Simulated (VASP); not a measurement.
# La (P6_3/mmc) in VASP: a series of runs

Runs on La. Level: LDA. Tasks: single point.

All numbers are computed with VASP 6.6.1; they aren't measurements. Logs are shortened: lines on timing, memory, paths and dates and some standing lists are left out, and cuts for length are marked.

### Step 1. The cell of the first run

Symmetry: P6_3/mmc, No. 194, hexagonal system. The conventional cell has a = 3.725 Å, b = 3.725 Å, c = 6.029 Å, α = 90.00°, β = 90.00°, γ = 120.00°. La (site symmetry -6m2) has 12 La at 3.70 to 3.72 Å within 4.9 Å.

### Step 2. Single point, LDA

The input, INCAR:

```
PREC = Accurate ; ENCUT = 520
EDIFF = 1E-7 ; ISMEAR = -1
SIGMA = 0.05 ; LREAL = False
LASPH = True ; NELM = 60
ALGO = Normal ; ISIF = 2
LWAVE = False ; LCHARG = False
GGA = CA ; NBANDS = 18
```

The input, KPOINTS:

```
Automatic mesh
0
Gamma
  8 8 5
```

The input, POSCAR:

```
La
1.0
    3.7248314564      0.0000000000      0.0000000000
   -1.8624157282      3.2257986661      0.0000000000
    0.0000000000      0.0000000000      6.0292605175
La
2
Direct
    0.6666666667      0.3333333333      0.7500000000
    0.3333333333      0.6666666667      0.2500000000
```

Potentials or basis: VASP PAW LDA potentials, release 64 (La).

Run with:

```sh
$ cat potpaw_LDA.64/La/POTCAR > POTCAR
$ mpirun -np 1 vasp_std > vasp.out
```

OUTCAR:

```text
PREC = Accurate
   ENCUT = 520
   EDIFF = 1E-7
   ISMEAR = -1
   LREAL = False
   LASPH = True
   NELM = 60
   ISIF = 2
   GGA = CA

 ion  position               nearest neighbor table
   1  0.667  0.333  0.750-
   2  0.333  0.667  0.250-

  LATTYP: Found a hexagonal cell.
 ALAT       =     3.7248314564
 C/A-ratio  =     1.6186666667

  Lattice vectors:

 A1 = (   3.7248314564,   0.0000000000,   0.0000000000)
 A2 = (  -1.8624157282,   3.2257986661,   0.0000000000)
 A3 = (   0.0000000000,   0.0000000000,   6.0292605175)

Analysis of symmetry for initial positions (statically):
=====================================================================
 Subroutine PRICEL returns:
 Original cell was already a primitive cell.

 Routine SETGRP: Setting up the symmetry group for a
 hexagonal supercell.

 Subroutine GETGRP returns: Found 24 space group operations
 (whereof 12 operations were pure point group operations)
 out of a pool of 24 trial point group operations.

The static configuration has the point symmetry D_3d.
 The point group associated with its full space group is D_6h.

Analysis of symmetry for dynamics (positions and initial velocities):
=====================================================================
 Subroutine PRICEL returns:
 Original cell was already a primitive cell.

 Routine SETGRP: Setting up the symmetry group for a
 hexagonal supercell.

 Subroutine GETGRP returns: Found 24 space group operations
 (whereof 12 operations were pure point group operations)
 out of a pool of 24 trial point group operations.

The dynamic configuration has the point symmetry D_3d.
 The point group associated with its full space group is D_6h.

 Subroutine INISYM returns: Found 24 space group operations
 (whereof 12 operations are pure point group operations),
 and found     1 'primitive' translations

----------------------------------------------------------------------------------------

                                     Primitive cell

  volume of cell :      72.4449

  direct lattice vectors                    reciprocal lattice vectors
     3.724831456  0.000000000  0.000000000     0.268468523  0.155000374  0.000000000
    -1.862415728  3.225798666  0.000000000     0.000000000  0.310000748  0.000000000
     0.000000000  0.000000000  6.029260518     0.000000000  0.000000000  0.165857819

  length of vectors
     3.724831456  3.724831456  6.029260518     0.310000748  0.310000748  0.165857819

  position of ions in fractional coordinates (direct lattice)
     0.666666667  0.333333333  0.750000000
     0.333333333  0.666666667  0.250000000

  ion indices of the primitive-cell ions
   primitive index   ion index
                 1           1
                 2           2

----------------------------------------------------------------------------------------

 KPOINTS: Automatic mesh

Automatic generation of k-mesh.
 Grid dimensions read from file:
 generate k-points for:    8    8    5

 Generating k-lattice:

  Cartesian coordinates                     Fractional coordinates (reciprocal lattice)
     0.033558565  0.019375047  0.000000000     0.125000000  0.000000000  0.000000000
     0.000000000  0.038750094  0.000000000     0.000000000  0.125000000  0.000000000
     0.000000000  0.000000000  0.033171564     0.000000000  0.000000000  0.200000000

  Length of vectors
     0.038750094  0.038750094  0.033171564

  Shift w.r.t. Gamma in fractional coordinates (k-lattice)
     0.000000000  0.000000000  0.000000000

 Subroutine IBZKPT returns following result:
 ===========================================

 Found     30 irreducible k-points:

 Following reciprocal coordinates:
            Coordinates               Weight
  0.000000  0.000000  0.000000      1.000000
  0.125000  0.000000  0.000000      6.000000
  0.250000  0.000000  0.000000      6.000000
  0.375000  0.000000  0.000000      6.000000
  0.500000  0.000000  0.000000      3.000000
  0.125000  0.125000  0.000000      6.000000
[... 16 lines left out ...]
  0.250000  0.000000  0.400000     12.000000
  0.375000  0.000000  0.400000     12.000000
 [... further k-points ...]
   k-points           NKPTS =     30   k-points in BZ     NKDIM =     30   number of bands    NBANDS=     18
   number of dos      NEDOS =    301   number of ions     NIONS =      2
   total plane-waves  NPLWV =  37632
   dimension x,y,z NGX =    28 NGY =   28 NGZ =   48
   dimension x,y,z NGXF=    56 NGYF=   56 NGZF=   96
   ions per type =               2
   NGX,Y,Z   is equivalent  to a cutoff of  12.50, 12.50, 13.24 a.u.
   NGXF,Y,Z  is equivalent  to a cutoff of  24.99, 24.99, 26.47 a.u.
 SYSTEM =  unknown system
   PREC   = accura    normal or accurate (medium, high low for compatibility)
   ISTART =      0    job   : 0-new  1-cont  2-samecut
   ICHARG =      2    charge: 1-file 2-atom 10-const
   ISPIN  =      1    spin polarized calculation?
   LNONCOLLINEAR =      F non collinear calculations
   LSORBIT =      F    spin-orbit coupling
   LASPH  =      T    aspherical Exc in radial PAW
   ENCUT  =  520.0 eV  38.22 Ry    6.18 a.u.   6.93  6.93 11.21*2*pi/ulx,y,z
   NELM   =     60;   NELMIN=  2; NELMDL= -5     # of ELM steps
   EDIFF  = 0.1E-06   stopping-criterion for ELM
   LREAL  =      F    real-space projection
   EDIFFG = 0.1E-05   stopping-criterion for IOM
   NSW    =      0    number of steps for IOM
   IBRION =     -1    ionic relax: 0-MD 1-quasi-New 2-CG
   NFREE  =      0    steps in history (QN), initial steepest desc. (CG)
   ISIF   =      2    stress and relaxation
   ISYM   =      2    0-nonsym 1-usesym 2-fastsym
   POTIM  = 0.5000    time-step for ionic-motion
   TEBEG  =    0.0;   TEEND  =   0.0 temperature during run
   PSTRESS=    0.0 pullay stress
   NELECT =      22.0000    total number of electrons
   NUPDOWN=      -1.0000    fix difference up-down
   EMIN   =  10.00;   EMAX   =-10.00  energy-range for DOS
   EFERMI =   0.00;   METHOD = LEGACY
   ISMEAR =    -1;   SIGMA  =   0.05  broadening in eV -4-tet -1-fermi 0-gaus
   EFERMI_NEDOS =   21; number of points for ismear=-14 and -15
   IALGO  =     38    algorithm
   IMIX   =      4    mixing-type and parameters
     AMIX     =   0.40;   BMIX     =  1.00
     AMIX_MAG =   1.60;   BMIX_MAG =  1.00
  volume/ion in A,a.u.               =      36.22       244.44
  Fermi-wavevector in a.u.,A,eV,Ry     =   1.100389  2.079435 16.474709  1.210857
  Thomas-Fermi vector in A             =   2.236800
   LORBIT       =      0    0 simple, 1 ext, 2 COOP (PROOUT), +10 PAW based schemes
   GGA     = CA    functional components
   LHFCALC =     F    Hartree Fock is set to
   AEXX    =    0.0000 exact exchange contribution
   IVDW    =     0    specifies the selected vdW correction
   LEPSILON=     F    determine dielectric tensor
   LRPA    =     F    only Hartree local field effects (RPA)
 non-spin polarized calculation
  energy-cutoff  :      520.00
  volume of cell :       72.44
 maximum number of plane-waves:      1960
 NGX is ok and might be reduce to    28
   NGX = 13   NGY = 13   NGZ = 23

 number of electron      21.9999998 magnetization

 Free energy of the ion-electron system (eV)
  ---------------------------------------------------
  ext. energy  EPLUGINS =         0.00000000
  ---------------------------------------------------
  free energy    TOTEN  =       -11.01849677 eV

  energy without entropy =      -10.98069579  energy(sigma->0) =      -10.99959628

 E-fermi :   7.8882     XC(G=0):  -9.8664

 val. band max:        7.8613130080   @ k =   0.2500   0.2500   0.4000
 cond. band min:       7.9137896031   @ k =   0.2500   0.0000   0.0000
 fundamental gap:      0.0524765951
 Fermi energy:         7.8882462346

 k-point     1 :       0.0000    0.0000    0.0000
  band No.  band energies     occupation
      1     -24.8262      2.00000
      2     -24.5995      2.00000
      3      -9.2774      2.00000
      4      -7.9658      2.00000
      5      -7.9658      2.00000
      6      -7.7638      2.00000
[... 10 lines left out ...]
     17       9.4901      0.00000
     18       9.5670      0.00000

 k-point     2 :       0.1250    0.0000    0.0000
  band No.  band energies     occupation
      1     -24.7987      2.00000
      2     -24.5866      2.00000
      3      -9.2073      2.00000
      4      -8.1478      2.00000
      5      -8.0220      2.00000
      6      -7.9490      2.00000
[... 10 lines left out ...]
     17       9.4781      0.00000
     18       9.5274      0.00000

 k-point     3 :       0.2500    0.0000    0.0000
  band No.  band energies     occupation
      1     -24.7286      2.00000
      2     -24.5580      2.00000
      3      -9.0161      2.00000
      4      -8.5705      2.00000
      5      -8.3579      2.00000
      6      -8.1468      2.00000
[... 10 lines left out ...]
     17       9.5757      0.00000
     18       9.5934      0.00000

 k-point     4 :       0.3750    0.0000    0.0000
  band No.  band energies     occupation
      1     -24.6492      2.00000
      2     -24.5371      2.00000
      3      -8.9696      2.00000
      4      -8.7659      2.00000
      5      -8.7270      2.00000
      6      -8.2617      2.00000
[... 10 lines left out ...]
     17       9.5630      0.00000
     18       9.6512      0.00000

 k-point     5 :       0.5000    0.0000    0.0000
  band No.  band energies     occupation
      1     -24.6092      2.00000
      2     -24.5349      2.00000
      3      -9.1282      2.00000
      4      -8.8713      2.00000
      5      -8.6147      2.00000
      6      -8.3073      2.00000
[... 10 lines left out ...]
     17       9.6640      0.00000
     18       9.6752      0.00000

 k-point     6 :       0.1250    0.1250    0.0000
  band No.  band energies     occupation
      1     -24.7498      2.00000
      2     -24.5659      2.00000
      3      -9.0762      2.00000
      4      -8.3902      2.00000
      5      -8.3182      2.00000
      6      -8.0586      2.00000
[... 10 lines left out ...]
     17       9.6043      0.00000
     18       9.6250      0.00000

 k-point     7 :       0.2500    0.1250    0.0000
  band No.  band energies     occupation
      1     -24.6742      2.00000
      2     -24.5417      2.00000
      3      -8.8509      2.00000
      4      -8.7703      2.00000
      5      -8.6240      2.00000
      6      -8.2458      2.00000
[... 10 lines left out ...]
     17       9.6190      0.00000
     18       9.6600      0.00000

 k-point     8 :       0.3750    0.1250    0.0000
  band No.  band energies     occupation
      1     -24.6099      2.00000
      2     -24.5344      2.00000
      3      -9.0422      2.00000
      4      -8.8019      2.00000
      5      -8.6199      2.00000
      6      -8.3897      2.00000
[... 10 lines left out ...]
     17       9.6201      0.00000
     18       9.6314      0.00000
[... 229 lines left out ...]
     17       9.6618      0.00000
     18       9.6940      0.00000

 k-point    20 :       0.3750    0.2500    0.2000
  band No.  band energies     occupation
      1     -24.5698      2.00000
      2     -24.5446      2.00000
      3      -8.9827      2.00000
      4      -8.8343      2.00000
      5      -8.7010      2.00000
      6      -8.3940      2.00000
[... 10 lines left out ...]
     17       9.5359      0.00000
     18       9.5876      0.00000

 k-point    21 :       0.0000    0.0000    0.4000
  band No.  band energies     occupation
      1     -24.7497      2.00000
      2     -24.6797      2.00000
      3      -8.7924      2.00000
      4      -8.3220      2.00000
      5      -7.8970      2.00000
      6      -7.8970      2.00000
[... 10 lines left out ...]
     17       9.3537      0.00000
     18       9.4181      0.00000

 k-point    22 :       0.1250    0.0000    0.4000
  band No.  band energies     occupation
      1     -24.7270      2.00000
      2     -24.6615      2.00000
      3      -8.7862      2.00000
      4      -8.3884      2.00000
      5      -8.0373      2.00000
      6      -7.9424      2.00000
[... 10 lines left out ...]
     17       9.5094      0.00000
     18       9.5654      0.00000

 k-point    23 :       0.2500    0.0000    0.4000
  band No.  band energies     occupation
      1     -24.6706      2.00000
      2     -24.6179      2.00000
      3      -8.8613      2.00000
      4      -8.6695      2.00000
      5      -8.2536      2.00000
      6      -8.0473      2.00000
[... 10 lines left out ...]
     17       9.5428      0.00000
     18       9.5516      0.00000

 k-point    24 :       0.3750    0.0000    0.4000
  band No.  band energies     occupation
      1     -24.6107      2.00000
      2     -24.5760      2.00000
      3      -9.0996      2.00000
      4      -9.0024      2.00000
      5      -8.2685      2.00000
      6      -8.1472      2.00000
[... 10 lines left out ...]
     17       9.5435      0.00000
     18       9.5995      0.00000

 [... further k-points ...]
[... 5 lines left out ...]
  --------------------------------------------------------------------------------------
  -------------------------------------------------------------------------------------
  Total       -1.0697287     -1.0697287     -1.1565955      0.0000000      0.0000000      0.0000000
  in kB      -23.6579067    -23.6579067    -25.5790339      0.0000000      0.0000000      0.0000000
  external PRESSURE =     -24.2982824 kB  Pullay stress =       0.0000000 kB

 VOLUME and BASIS-vectors are now :
 -----------------------------------------------------------------------------
  energy-cutoff  :      520.00
  volume of cell :       72.44
      direct lattice vectors                 reciprocal lattice vectors
     3.724831456  0.000000000  0.000000000     0.268468523  0.155000374  0.000000000
    -1.862415728  3.225798666  0.000000000     0.000000000  0.310000748  0.000000000
     0.000000000  0.000000000  6.029260518     0.000000000  0.000000000  0.165857819

 POSITION                                       TOTAL-FORCE (eV/Angst)
 -----------------------------------------------------------------------------------
      1.86242      1.07527      4.52195        -0.000000      0.000000      0.000000
     -0.00000      2.15053      1.50732         0.000000     -0.000000      0.000000
 -----------------------------------------------------------------------------------
    total drift:                               -0.000000      0.000000     -0.000000

  FREE ENERGIE OF THE ION-ELECTRON SYSTEM (eV)
  ---------------------------------------------------
  free  energy   TOTEN  =       -11.0184967739 eV

  energy  without entropy=      -10.9806957934  energy(sigma->0) =      -10.99959628
```

It took 20 s on 1 thread of Intel Xeon 6975P-C (Granite Rapids), shared host; peak memory 0.18 GiB.

What came out:

- Free energy: -11.0185 eV
- Pressure: -2.4 GPa
- Band gap on the k mesh: zero (band 11 reaches 8.90 eV, above the bottom of band 12 at 7.66 eV)

Levels at points of the mesh, in eV from the Fermi level:
| k point | band 7 | band 8 | band 9 | band 10 | band 11 | band 12 | band 13 | band 14 | band 15 | band 16 |
| --- | --- | --- | --- | --- | --- | --- | --- | --- | --- | --- |
| (0.00, 0.00, 0.00) | -15.65 | -15.63 | -3.17 | -1.79 | 1.01 | 1.31 | 1.31 | 1.40 | 1.49 | 1.59 |
| (0.50, 0.00, 0.00) | -16.01 | -15.84 | -1.65 | -1.17 | -1.16 | 1.23 | 1.23 | 1.29 | 1.35 | 1.71 |

Caveat: spin-orbit coupling is left out, which moves the levels of the heavy elements.

### Step 3. Single point, LDA

This run uses another cell than the first one, of 36.96 Å³/atom, 1.020 times its volume.

The input, INCAR:

```
PREC     = Accurate       # precision mode
ENCUT    = 520            # plane-wave cutoff, eV
EDIFF    = 1E-6           # SCF threshold, eV
ISMEAR   = -1             # smearing method
SIGMA    = 0.05           # smearing width, eV
LREAL    = False          # projectors in reciprocal space
LASPH    = True           # aspherical terms in the spheres
NELM     = 60             # most SCF steps
ALGO     = Fast           # electronic algorithm
ISIF     = 2              # what is computed and relaxed
LWAVE    = False          # write WAVECAR
LCHARG   = False          # write CHGCAR
GGA      = CA             # functional
NBANDS   = 18             # bands
```

KPOINTS is that of step 2.

The input, POSCAR:

```
La
1.0
    3.7500000000      0.0000000000      0.0000000000
   -1.8750000000      3.2475952642      0.0000000000
    0.0000000000      0.0000000000      6.0700000000
La
2
Direct
    0.6666666667      0.3333333333      0.7500000000
    0.3333333333      0.6666666667      0.2500000000
```

Potentials or basis: VASP PAW LDA potentials, release 64 (La).

Run with:

```sh
$ cat potpaw_LDA.64/La/POTCAR > POTCAR
$ mpirun -np 1 vasp_std > vasp.out
```

Wall time 76 s (1 thread of Intel Xeon 6975P-C (Granite Rapids), shared host); peak memory 0.19 GiB.

The run converged. Its results:

```yaml
Free_energy: -10.9942 eV
Pressure: -2.9 GPa
Band_gap_on_the_k_mesh: zero (band 11 reaches 8.69 eV, above the bottom of band 12 at 7.48 eV)
```

Stress tensor (GPa, compression positive):
```
-2.77  0.00  0.00
 0.00 -2.77  0.00
 0.00  0.00 -3.03
```

Levels at points of the mesh, in eV from the Fermi level:
```tsv
k point	band 8	band 9	band 10	band 11	band 12	band 13	band 14	band 15
(0.00, 0.00, 0.00)	-15.70	-3.19	-1.77	1.00	1.30	1.30	1.38	1.46
(0.50, 0.00, 0.00)	-15.89	-1.60	-1.17	-1.13	1.18	1.22	1.26	1.32
```

Caveat: spin-orbit coupling is left out, which moves the levels of the heavy elements.

(Part 1 of 2 ends here.)
